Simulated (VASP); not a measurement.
Input of a VASP 6.6.1 run:

The input INCAR:

```
SYSTEM = KI
ALGO = Normal
EDIFF = 1E-6
ENCUT = 500
GGA = PS
GGA_COMPAT = .FALSE.
ISIF = 2
ISMEAR = 0
IVDW = 13
LASPH = .TRUE.
LCHARG = .FALSE.
LREAL = .FALSE.
LWAVE = .FALSE.
NBANDS = 42
NELM = 120
PREC = Accurate
SIGMA = 0.01
```

Contents of KPOINTS:

```
k-points
0
G
  4 4 1
  0 0 0
```

The input POSCAR:

```
KI
1.0
    2.5126600000     -4.2552270000      0.0000000000
    2.5126600000      4.2552270000      0.0000000000
    0.0000000000      0.0000000000     17.3531780000
K I
4 4
Direct
    0.5000000000      0.5000000000      0.2500000000
    0.5000000000      0.5000000000      0.0000000000
    0.5000000000      0.5000000000      0.7500000000
    0.5000000000      0.5000000000      0.5000000000
    0.8402300000      0.1597700000      0.1250000000
    0.1597700000      0.8402300000      0.3750000000
    0.8402300000      0.1597700000      0.6250000000
    0.1597700000      0.8402300000      0.8750000000
```

Potentials or basis: VASP PAW PBE potentials, release 64 (K_sv, I).

Launch:

```sh
$ cat potpaw_PBE.64/K_sv/POTCAR potpaw_PBE.64/I/POTCAR > POTCAR
$ mpirun -np 1 vasp_std > vasp.out
```

Problem. Estimate the dispersion energy per atom.

Solution. -0.092 eV.

Problem. Predict the largest force.

Solution. 0.030 eV/Å.

Problem. Predict the band gap on the k mesh.

Solution. 3.61 eV.

Forces in eV/Å, atoms in the order of the input:
```
K    0.000  0.000  0.000
K    0.000  0.000  0.000
K    0.000  0.000  0.000
K    0.000  0.000  0.000
I    0.000  0.030  0.000
I    0.000 -0.030  0.000
I    0.000  0.030  0.000
I    0.000 -0.030  0.000
```

Caveat: the PAW data sets were made with another functional, which shifts forces and pressure a little; spin-orbit coupling is left out, which moves the levels of the heavy elements.
